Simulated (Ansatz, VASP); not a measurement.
# Bi2Se3: VASP beside Ansatz

```
Bi Se
1.0
     4.17356    0.00000    0.00000
    -2.08678    3.61441    0.00000
     0.00000    0.00000   11.37878
Bi Se
2 3
Cartesian
  0.0000 0.0000 1.9954
  0.0000 0.0000 9.3834
  0.0000 2.4096 0.0000
  2.0868 1.2048 3.5625
  2.0868 1.2048 7.8162
```

Alike in both runs: functional PBE; k mesh 12 × 12 × 4; occupations gaussian, width 0.02 eV; no spin polarisation.

Ansatz relaxed the structure, and its values are those at the end. VASP's run is a single point on that final structure, the one shown.

|  | VASP | Ansatz |
| --- | --- | --- |
| version | VASP 6.6.1 | Ansatz 0.2.0 |
| potentials or method | VASP PAW PBE potentials, release 64 (Bi_d, Se), cutoff 520 eV | scalar-relativistic, plane waves, PAW |
| valence electrons in the cell | 48 | 78 |

|  | VASP | Ansatz | Ansatz less VASP |
| --- | --- | --- | --- |
| gap on the k mesh at the Fermi level (eV) | 0.56 | 0.56 | +0.001 |
| least direct gap on the mesh (eV) | 0.86 | 0.86 | -0.001 |
| pressure (GPa) | 0.0 | 0.0 | -0.01 |
| rms of the force components (eV/Å) | 0.004 | 0.002 | -0.0018 |

VASP's potentials hold 48 valence electrons a cell and Ansatz's 78, so a difference there can come from the potentials and not from the codes.

Neither program's run includes spin-orbit coupling.
